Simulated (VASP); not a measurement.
Write the native input for VASP 6.6.1 that does the following.

```yaml
Task: single point
Functional: PBE
Potentials_or_basis: VASP PAW PBE potentials, release 64 (Cs_sv, Br)
Cutoff: 500 eV
k_mesh: 5 × 5 × 5
Occupations: fermi-dirac, width 0.02 eV
Spin: no spin polarisation
Dipole_correction: no
Further_INCAR_settings: ALGO = Normal; EDIFF = 1e-06; NBANDS = 15
```

The structure of CsBr lies in POSCAR:

```
CsBr
1.0
    4.2860000000      0.0000000000      0.0000000000
    0.0000000000      4.2860000000      0.0000000000
    0.0000000000      0.0000000000      4.2860000000
Cs Br
1 1
Direct
    0.0000000000      0.0000000000      0.0000000000
    0.5000000000      0.5000000000      0.5000000000
```

One way to write it, as run:

INCAR

```
SYSTEM = CsBr
PREC     = Accurate       ! precision mode
ENCUT    = 500            ! plane-wave cutoff, eV
EDIFF    = 1E-6           ! SCF threshold, eV
ISMEAR   = -1             ! smearing method
SIGMA    = 0.02           ! smearing width, eV
LREAL    = .FALSE.        ! projectors in reciprocal space
LASPH    = .TRUE.         ! aspherical terms in the spheres
NELM     = 120            ! most SCF steps
ALGO     = Normal         ! electronic algorithm
ISIF     = 2              ! what is computed and relaxed
LWAVE    = .FALSE.        ! write WAVECAR
LCHARG   = .FALSE.        ! write CHGCAR
GGA      = PE             ! functional
NBANDS   = 15             ! bands
GGA_COMPAT= .FALSE.
```

KPOINTS

```
Automatic mesh
0
G
  5 5 5
  0 0 0
```

Potentials or basis: VASP PAW PBE potentials, release 64 (Cs_sv, Br).

Launch:

```console
$ cat potpaw_PBE.64/Cs_sv/POTCAR potpaw_PBE.64/Br/POTCAR > POTCAR
$ mpirun -np 1 vasp_std > vasp.out
```

It gave:

The pressure is 1.1 GPa. The band gap on the k mesh is 4.52 eV.

Caveat: spin-orbit coupling is left out, which moves the levels of the heavy elements.

It took 12 s on 1 thread of Intel Xeon 8259CL, on a shared host, peak memory 0.17 GiB.
